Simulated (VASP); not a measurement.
Input of a VASP 6.6.1 run:

INCAR

```
  PREC = Accurate
  ENCUT = 520
  EDIFF = 1E-7
  ISMEAR = 0
  SIGMA = 0.05
  LREAL = False
  LASPH = True
  NELM = 80
  ALGO = Normal
  ISIF = 2
  LWAVE = False
  LCHARG = False
  GGA = PE
  NBANDS = 11
```

The input KPOINTS:

```
regular mesh
0
Gamma
  12 12 12
```

The input POSCAR:

```
BN
1.0
    0.0000000000      1.8371782893      1.7636911577
    1.8371782893      0.0000000000      1.7636911577
    1.8371782893      1.8371782893      0.0000000000
B N
1 1
Direct
    0.0000000000      0.0000000000      0.0000000000
    0.7500000000      0.7500000000      0.7500000000
```

Potentials or basis: VASP PAW PBE potentials, release 64 (B, N).

Run with:

```sh
$ cat potpaw_PBE.64/B/POTCAR potpaw_PBE.64/N/POTCAR > POTCAR
$ mpirun -np 1 vasp_std > vasp.out
```

(1) What does it give for the pressure?

(2) Estimate the band gap on the k mesh.

## Answers

(1) 0.2 GPa.

(2) 3.75 eV, indirect (least direct gap 8.35 eV).
